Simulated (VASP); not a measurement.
# SiC (P6_3mc) in VASP: notebook, part 2 of 2

VASP 6.6.1. Earlier steps stand in the parts before.

## 3. Relaxation of cell and atoms, LDA

This run uses another cell than the first one, of 10.31 Å³/atom.

File INCAR:

```
ALGO = Normal ; EDIFF = 1E-7
EDIFFG = -0.001 ; ENCUT = 600
IBRION = 2 ; ISIF = 3
ISMEAR = 0 ; LASPH = T
LCHARG = F ; LREAL = F
LWAVE = F ; NELM = 80
NSW = 80 ; PREC = Accurate
SIGMA = 0.01
```

File KPOINTS:

```
k-points
0
Gamma
  10 10 3
```

File POSCAR:

```
SiC
1.0
    3.0756941497      0.0000000000      0.0000000000
   -1.5378470748      2.6636292679      0.0000000000
    0.0000000000      0.0000000000     10.0706464800
Si C
4 4
Direct
    0.6666666700      0.3333333300      0.9378419800
    0.3333333300      0.6666666700      0.4378419800
    0.0000000000      0.0000000000      0.6878943800
    0.0000000000      0.0000000000      0.1878943800
    0.6666666700      0.3333333300      0.7498025900
    0.3333333300      0.6666666700      0.2498025900
    0.0000000000      0.0000000000      0.5004600500
    0.0000000000      0.0000000000      0.0004600500
```

Potentials or basis: VASP PAW LDA potentials, release 64 (Si, C).

Started as:

```sh
$ cat potpaw_LDA.64/Si/POTCAR potpaw_LDA.64/C/POTCAR > POTCAR
$ mpirun -np 1 vasp_std > vasp.out
```

OUTCAR:

```text
EDIFF = 1E-7
   EDIFFG = -0.001
   ENCUT = 600
   IBRION = 2
   ISIF = 3
   ISMEAR = 0
   LASPH = T
   LREAL = F
   NELM = 80
   NSW = 80
   PREC = Accurate

 ion  position               nearest neighbor table
   1  0.667  0.333  0.938-   8 1.88   8 1.88   8 1.88   5 1.89   3 3.08   3 3.08   3 3.08   4 3.08
                             4 3.08   4 3.08
   2  0.333  0.667  0.438-   7 1.88   7 1.88   7 1.88   6 1.89   4 3.08   4 3.08   4 3.08   3 3.08
                             3 3.08   3 3.08
   3  0.000  0.000  0.688-   5 1.88   5 1.88   5 1.88   7 1.89   1 3.08   1 3.08   1 3.08   2 3.08
                             2 3.08   2 3.08
   4  0.000  0.000  0.188-   6 1.88   6 1.88   6 1.88   8 1.89   2 3.08   2 3.08   2 3.08   1 3.08
                             1 3.08   1 3.08
   5  0.667  0.333  0.750-   3 1.88   3 1.88   3 1.88   1 1.89
   6  0.333  0.667  0.250-   4 1.88   4 1.88   4 1.88   2 1.89
   7  0.000  0.000  0.500-   2 1.88   2 1.88   2 1.88   3 1.89
   8  0.000  0.000  0.000-   1 1.88   1 1.88   1 1.88   4 1.89

[... 505 lines left out ...]

 val. band max:        8.3480965057   @ k =   0.0000   0.0000   0.0000
 cond. band min:      10.5210402235   @ k =   0.5000   0.0000   0.0000
 fundamental gap:      2.1729437178
 Fermi energy:         8.4182764265

 k-point     1 :       0.0000    0.0000    0.0000
  band No.  band energies     occupation
      1      -7.1953      2.00000
      2      -5.9942      2.00000
      3      -5.9579      2.00000
      4      -3.5055      2.00000
      5      -0.3890      2.00000
      6       3.9555      2.00000
[... 565 lines left out ...]
     20      13.1980      0.00000
     21      14.4046      0.00000

 [... further k-points ...]

------------------------ aborting loop because EDIFF is reached ----------------------------------------

  FORCE on cell =-STRESS in cart. coord.  units (eV):
  Direction    XX          YY          ZZ          XY          YZ          ZX
  --------------------------------------------------------------------------------------
  -------------------------------------------------------------------------------------
  Total        0.0007529      0.0007529     -0.0021171      0.0000000      0.0000000      0.0000000
  in kB        0.0148565      0.0148565     -0.0417770      0.0000000      0.0000000      0.0000000
  external PRESSURE =      -0.0040214 kB  Pullay stress =       0.0000000 kB
[... 23 lines left out ...]
  FREE ENERGIE OF THE ION-ELECTRON SYSTEM (eV)
  ---------------------------------------------------
  free  energy   TOTEN  =       -66.5906480309 eV

  energy  without entropy=      -66.5906480309  energy(sigma->0) =      -66.59064803

 reached required accuracy - stopping structural energy minimisation
```

OSZICAR:

```text
N       E                     dE             d eps       ncg     rms          rms(c)
DAV:   1     0.984694436802E+02    0.98469E+02   -0.16353E+04  1176   0.155E+03
DAV:   2    -0.665804993413E+02   -0.16505E+03   -0.15535E+03  1665   0.232E+02
DAV:   3    -0.746084338172E+02   -0.80279E+01   -0.79745E+01  1464   0.533E+01
[... 53 lines left out ...]
DAV:   2    -0.665906479149E+02    0.98953E-09   -0.14301E-08   638   0.880E-04
   7 F= -.66590648E+02 E0= -.66590648E+02  d E =-.567829E-05
       N       E                     dE             d eps       ncg     rms          rms(c)
DAV:   1    -0.665906480239E+02   -0.10805E-06   -0.15208E-05  1206   0.277E-02    0.103E-03
DAV:   2    -0.665906480309E+02   -0.69704E-08   -0.26367E-07  1324   0.340E-03
   8 F= -.66590648E+02 E0= -.66590648E+02  d E =-.116013E-06
```

CONTCAR:

```text
SiC
   1.00000000000000
     3.0594596400391025   -0.0000000000003049    0.0000000000000000
    -1.5297298199700793    2.6495697701160119    0.0000000000000000
     0.0000000000000000    0.0000000000000000   10.0157847204577664
  Si              C
     4     4
Direct
     0.6666666699999979    0.3333333300000021    0.9378447927438188
     0.3333333300000021    0.6666666699999979    0.4378447927438191
     0.0000000000000000    0.0000000000000000    0.6878980405612793
     0.0000000000000000    0.0000000000000000    0.1878980405612795
     0.6666666699999979    0.3333333300000021    0.7498075525702547
     0.3333333300000021    0.6666666699999979    0.2498075525702547
     0.0000000000000000    1.0000000000000000    0.5004486141246541
     0.0000000000000000    0.0000000000000000    0.0004486141246542

  0.00000000E+00  0.00000000E+00  0.00000000E+00
  0.00000000E+00  0.00000000E+00  0.00000000E+00
  0.00000000E+00  0.00000000E+00  0.00000000E+00
  0.00000000E+00  0.00000000E+00  0.00000000E+00
  0.00000000E+00  0.00000000E+00  0.00000000E+00
  0.00000000E+00  0.00000000E+00  0.00000000E+00
  0.00000000E+00  0.00000000E+00  0.00000000E+00
  0.00000000E+00  0.00000000E+00  0.00000000E+00
```

Run time: 4 min. Hardware: 1 thread of Intel Xeon Platinum 8375C at 2.90GHz (Ice Lake), shared host; peak memory 0.21 GiB.

What came out:

```
Free energy                           : -66.5906 eV
Relaxed volume                        : 10.15 Å³/atom
Relaxed cell                          : a = 3.059 Å, b = 3.059 Å, c = 10.016 Å, α = 90.00°, β = 90.00°, γ = 120.00°
Space group after relaxing (to 0.1 Å) : P6_3mc (No. 186)
Energy gained by relaxing             : 1.8 meV/atom
Ionic steps                           : 8
Pressure after relaxing               : 0.0 GPa
Band gap on the k mesh                : 2.17 eV (least direct gap 3.30 eV)
```

The path:
| step | energy change (eV) | largest force (eV/Å) | pressure (GPa) | volume (Å³) |
| --- | --- | --- | --- | --- |
| 1 | 0.0000 | 0.0046 | -3.56 | 82.50 |
| 2 | 0.0028 | 0.0136 | 4.10 | 79.80 |
| 3 | -0.0148 | 0.0039 | -0.01 | 81.20 |
| 4 | -0.0148 | 0.0041 | 0.06 | 81.17 |
| 5 | -0.0148 | 0.0045 | -0.05 | 81.21 |
| 6 | -0.0148 | 0.0013 | 0.00 | 81.19 |
| 7 | -0.0148 | 0.0013 | 0.00 | 81.19 |
| 8 | -0.0148 | 0.0005 | 0.00 | 81.19 |

Final structure:
```
Si C
1.0
     3.05946    0.00000    0.00000
    -1.52973    2.64957    0.00000
     0.00000    0.00000   10.01578
Si C
4 4
Direct
  0.66667 0.33333 0.93784
  0.33333 0.66667 0.43784
  0.00000 0.00000 0.68790
  0.00000 0.00000 0.18790
  0.66667 0.33333 0.74981
  0.33333 0.66667 0.24981
  0.00000 0.00000 0.50045
  0.00000 0.00000 0.00045
```

Levels at points of the mesh, in eV from the valence-band top:
```
           k point  band 13  band 14  band 15  band 16  band 17  band 18  band 19  band 20
(0.00, 0.00, 0.00)    -0.59    -0.05     0.00     0.00     5.21     5.78     6.42     6.55
(0.50, 0.00, 0.00)    -2.39    -2.24    -1.59    -1.13     2.17     2.30     4.18     4.77
```

Caveat: an odd mesh through Γ misses points on the zone boundary, where band edges can lie.
